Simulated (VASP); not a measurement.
# SiC (k07) (P6_3mc) in VASP: further runs, part 2 of 2

VASP 6.6.1. Earlier steps stand in the parts before.

## Step 3: Single point, PBEsol

INCAR

```
ALGO = Normal ; EDIFF = 1E-6
ENCUT = 520 ; GGA = PS
ISIF = 2 ; ISMEAR = 0
LASPH = True ; LCHARG = False
LREAL = False ; LWAVE = False
NBANDS = 16 ; NELM = 60
PREC = Accurate ; SIGMA = 0.01
```

KPOINTS

```
k-points
0
Gamma
  15 15 8
```

POSCAR

```
SiC
1.0
    3.0759807156      0.0000000000      0.0000000000
   -1.5379903578      2.6638774413      0.0000000000
    0.0000000000      0.0000000000      5.0478465815
Si C
2 2
Direct
    0.3333333333      0.6666666667     -0.0283505545
    0.6666666667      0.3333333333      0.4716494455
    0.3333333333      0.6666666667      0.4033505545
    0.6666666667      0.3333333333      0.9033505545
```

Potentials or basis: VASP PAW PBE potentials, release 64 (Si, C).

On the command line:

```bash
> cat potpaw_PBE.64/Si/POTCAR potpaw_PBE.64/C/POTCAR > POTCAR
> mpirun -np 1 vasp_std > vasp.out
```

Run time: 28 s. Hardware: 1 thread of Intel Xeon 6975P-C (Granite Rapids), shared host; peak memory 0.2 GiB.

The run converged. Its results:

* Free energy: -30.9233 eV
* Pressure: 5.8 GPa
* Largest force: 2.336 eV/Å
* Band gap on the k mesh: 1.27 eV, indirect (least direct gap 3.42 eV)

Forces in eV/Å, atoms in the order of the input:
```
Si   0.000  0.000  2.336
Si   0.000  0.000  2.336
C    0.000  0.000 -2.336
C    0.000  0.000 -2.336
```

Stress tensor (GPa, compression positive):
```
11.70  0.00  0.00
 0.00 11.70  0.00
 0.00  0.00 -6.02
```

Levels at points of the mesh, in eV from the valence-band top:
```csv
k point,band 6,band 7,band 8,band 9,band 10,band 11
"(0.00, 0.00, 0.00)",-1.93,-1.93,0.00,3.42,4.61,5.30
"(0.00, 0.00, 0.50)",-2.53,-2.53,-2.53,4.51,4.51,5.88
```

Caveat: the PAW data sets were made with another functional, which shifts forces and pressure a little. A k mesh can miss the band edges.

## Step 4: Single point, PBEsol

INCAR

```
  ALGO = Normal
  EDIFF = 1E-6
  ENCUT = 520
  GGA = PS
  ISIF = 2
  ISMEAR = 0
  LASPH = True
  LCHARG = False
  LREAL = False
  LWAVE = False
  NBANDS = 16
  NELM = 80
  PREC = Accurate
  SIGMA = 0.01
```

KPOINTS is that of step 3.

POSCAR

```
SiC
1.0
    3.0759807156      0.0000000000      0.0000000000
   -1.5379903578      2.6638774413      0.0000000000
    0.0000000000      0.0000000000      5.0478465815
Si C
2 2
Direct
    0.3333333333      0.6666666667     -0.0376640397
    0.6666666667      0.3333333333      0.4623359603
    0.3333333333      0.6666666667      0.4126640397
    0.6666666667      0.3333333333      0.9126640397
```

On the command line:

```bash
> cat potpaw_PBE.64/Si/POTCAR potpaw_PBE.64/C/POTCAR > POTCAR
> mpirun -np 1 vasp_std > vasp.out
```

Run time: 32 s. Hardware: 1 thread of Intel Xeon 6975P-C (Granite Rapids), shared host; peak memory 0.2 GiB.

It converged, with:

```
Free energy            : -30.4993 eV
Pressure               : 8.2 GPa
Largest force          : 2.104 eV/Å
Band gap on the k mesh : 0.96 eV, indirect (least direct gap 3.12 eV)
```

Forces in eV/Å, atoms in the order of the input:
```
Si   0.000  0.000  2.104
Si   0.000  0.000  2.104
C    0.000  0.000 -2.104
C    0.000  0.000 -2.104
```

Stress tensor (GPa, compression positive):
```
14.42  0.00  0.00
 0.00 14.42  0.00
 0.00  0.00 -4.34
```

Levels at points of the mesh, in eV from the valence-band top:
| k point | band 4 | band 5 | band 6 | band 7 | band 8 | band 9 | band 10 | band 11 | band 12 | band 13 |
| --- | --- | --- | --- | --- | --- | --- | --- | --- | --- | --- |
| (0.00, 0.00, 0.00) | -3.46 | -3.46 | -2.37 | -2.37 | 0.00 | 3.14 | 4.26 | 5.00 | 5.00 | 6.59 |
| (0.00, 0.00, 0.50) | -5.17 | -2.95 | -2.95 | -2.95 | -2.95 | 4.24 | 4.24 | 5.57 | 5.57 | 5.57 |

Caveat: the PAW data sets were made with another functional, which shifts forces and pressure a little. As with any semilocal functional, this PBEsol gap is likely too small.

## Step 5: Single point, PBEsol

INCAR

```
ALGO = Normal ; EDIFF = 1E-6
ENCUT = 520 ; GGA = PS
ISIF = 2 ; ISMEAR = 0
LASPH = True ; LCHARG = False
LREAL = False ; LWAVE = False
NBANDS = 16 ; NELM = 60
PREC = Accurate ; SIGMA = 0.01
```

KPOINTS is that of step 4.

POSCAR

```
SiC
1.0
    3.0759807156      0.0000000000      0.0000000000
   -1.5379903578      2.6638774413      0.0000000000
    0.0000000000      0.0000000000      5.0478465815
Si C
2 2
Direct
    0.3333333333      0.6666666667     -0.0469775248
    0.6666666667      0.3333333333      0.4530224752
    0.3333333333      0.6666666667      0.4219775248
    0.6666666667      0.3333333333      0.9219775248
```

On the command line:

```bash
> cat potpaw_PBE.64/Si/POTCAR potpaw_PBE.64/C/POTCAR > POTCAR
> mpirun -np 1 vasp_std > vasp.out
```

It took 33 s on 1 thread of Intel Xeon 6975P-C (Granite Rapids), shared host; peak memory 0.21 GiB.

The run converged. Its results:

```
Free energy            : -30.1550 eV
Pressure               : 10.0 GPa
Largest force          : 1.504 eV/Å
Band gap on the k mesh : 0.75 eV, indirect (least direct gap 2.83 eV)
```

Forces on the atoms (eV/Å):
```
Si   0.000  0.000  1.504
Si   0.000  0.000  1.504
C    0.000  0.000 -1.504
C    0.000  0.000 -1.504
```

Stress tensor (GPa, compression positive):
```
16.24  0.00  0.00
 0.00 16.24  0.00
 0.00  0.00 -2.35
```

Levels at points of the mesh, in eV from the valence-band top:
| k point | band 5 | band 6 | band 7 | band 8 | band 9 | band 10 | band 11 | band 12 |
| --- | --- | --- | --- | --- | --- | --- | --- | --- |
| (0.00, 0.00, 0.00) | -3.73 | -2.67 | -2.67 | 0.00 | 2.95 | 4.04 | 4.80 | 4.80 |
| (0.00, 0.00, 0.50) | -3.23 | -3.23 | -3.23 | -3.23 | 4.08 | 4.08 | 5.35 | 5.35 |

Caveat: the PAW data sets were made with another functional, which shifts forces and pressure a little.

## Step 6: Relaxation of cell and atoms, PBEsol

INCAR

```
SYSTEM = SiC
ALGO = Normal ; EDIFF = 1E-6
EDIFFG = -0.002 ; ENCUT = 600
GGA = PS ; IBRION = 2
ISIF = 3 ; ISMEAR = 0
LASPH = .TRUE. ; LCHARG = .FALSE.
LREAL = .FALSE. ; LWAVE = .FALSE.
NELM = 60 ; NSW = 100
PREC = Accurate ; SIGMA = 0.02
```

KPOINTS

```
k-points
0
G
  15 15 8
  0 0 0
```

POSCAR

```
SiC
1.0
    3.0760000000      0.0000000000      0.0000000000
   -1.5380000000      2.6638941420      0.0000000000
    0.0000000000      0.0000000000      5.0480000000
Si C
2 2
Direct
    0.3333333333      0.6666666667      0.0000000000
    0.6666666667      0.3333333333      0.5000000000
    0.3333333333      0.6666666667      0.3750000000
    0.6666666667      0.3333333333      0.8750000000
```

Potentials or basis: VASP PAW PBE potentials, release 64 (Si, C).

On the command line:

```bash
> cat potpaw_PBE.64/Si/POTCAR potpaw_PBE.64/C/POTCAR > POTCAR
> mpirun -np 1 vasp_std > vasp.out
```

OUTCAR:

```text
SYSTEM = SiC
   EDIFF = 1E-6
   EDIFFG = -0.002
   ENCUT = 600
   GGA = PS
   IBRION = 2
   ISIF = 3
   ISMEAR = 0
   LASPH = .TRUE.
   LREAL = .FALSE.
   NELM = 60
   NSW = 100
   PREC = Accurate

 ion  position               nearest neighbor table
   1  0.333  0.667  0.000-   4 1.88   4 1.88   4 1.88   3 1.89   2 3.09   2 3.09   2 3.09   2 3.09
                             2 3.09   2 3.09
   2  0.667  0.333  0.500-   3 1.88   3 1.88   3 1.88   4 1.89   1 3.09   1 3.09   1 3.09   1 3.09
                             1 3.09   1 3.09
   3  0.333  0.667  0.375-   2 1.88   2 1.88   2 1.88   1 1.89
   4  0.667  0.333  0.875-   1 1.88   1 1.88   1 1.88   2 1.89

  LATTYP: Found a hexagonal cell.
 ALAT       =     3.0760000000
 C/A-ratio  =     1.6410923277

  Lattice vectors:

 A1 = (   3.0760000000,   0.0000000000,   0.0000000000)
 A2 = (  -1.5380000000,   2.6638941420,   0.0000000000)
 A3 = (   0.0000000000,   0.0000000000,   5.0480000000)
[... 388 lines left out ...]
 Fermi energy:         8.2832142923

 k-point     1 :       0.0000    0.0000    0.0000
  band No.  band energies     occupation
      1      -7.3851      2.00000
      2      -3.7849      2.00000
      3      -0.5606      2.00000
      4       6.8753      2.00000
      5       6.8753      2.00000
      6       8.0830      2.00000
      7       8.1969      2.00000
      8       8.1969      2.00000
      9      12.9295      0.00000
     10      14.3369      0.00000
     11      14.7857      0.00000
     12      14.7857      0.00000
[... 331 lines left out ...]
 k-point    24 :       0.4000    0.2000    0.0000
  band No.  band energies     occupation
      1      -3.5798      2.00000
      2      -2.4856      2.00000
      3       0.9000      2.00000
      4       2.1355      2.00000
      5       2.5308      2.00000
      6       3.4356      2.00000
      7       4.7290      2.00000
      8       5.2386      2.00000
      9      10.9470      0.00000
     10      14.0093      0.00000
     11      16.0591      0.00000
     12      17.0556      0.00000

 [... further k-points ...]
[... 5 lines left out ...]
  --------------------------------------------------------------------------------------
  -------------------------------------------------------------------------------------
  Total       -0.0039797     -0.0039797     -0.0054568      0.0000000      0.0000000      0.0000000
  in kB       -0.1539950     -0.1539950     -0.2111542      0.0000000      0.0000000      0.0000000
  external PRESSURE =      -0.1730481 kB  Pullay stress =       0.0000000 kB
[... 19 lines left out ...]
  FREE ENERGIE OF THE ION-ELECTRON SYSTEM (eV)
  ---------------------------------------------------
  free  energy   TOTEN  =       -31.8245252854 eV

  energy  without entropy=      -31.8245252854  energy(sigma->0) =      -31.82452529

 reached required accuracy - stopping structural energy minimisation
```

Run time: 1.7 min. Hardware: 1 thread of Intel Xeon 6975P-C (Granite Rapids), shared host; peak memory 0.23 GiB.

Results:

```
Free energy                            : -31.8245 eV
Relaxed volume                         : 10.35 Å³/atom
Relaxed cell                           : a = 3.077 Å, b = 3.077 Å, c = 5.050 Å, α = 90.00°, β = 90.00°, γ = 120.00°
Space group after relaxing (to 0.05 Å) : P6_3mc (No. 186)
Energy gained by relaxing              : 0.1 meV/atom
Ionic steps                            : 6
Pressure after relaxing                : 0.0 GPa
Band gap on the k mesh                 : 2.12 eV, indirect (least direct gap 3.86 eV)
```

The path:
```
step  energy change (eV)  largest force (eV/Å)  pressure (GPa)  volume (Å³)
   1              0.0000                0.0737            0.20        41.36
   2              0.0001                0.0681           -0.20        41.44
   3             -0.0003                0.0056            0.01        41.40
   4             -0.0003                0.0000           -0.02        41.41
   5             -0.0003                0.0012           -0.02        41.41
   6             -0.0003                0.0012           -0.02        41.40
```

Final structure:
```
Si C
1.0
     3.07698    0.00000    0.00000
    -1.53849    2.66475    0.00000
     0.00000    0.00000    5.04977
Si C
2 2
Direct
  0.33333 0.66667 0.99960
  0.66667 0.33333 0.49960
  0.33333 0.66667 0.37540
  0.66667 0.33333 0.87540
```

Caveat: the PAW data sets were made with another functional, which shifts forces and pressure a little.
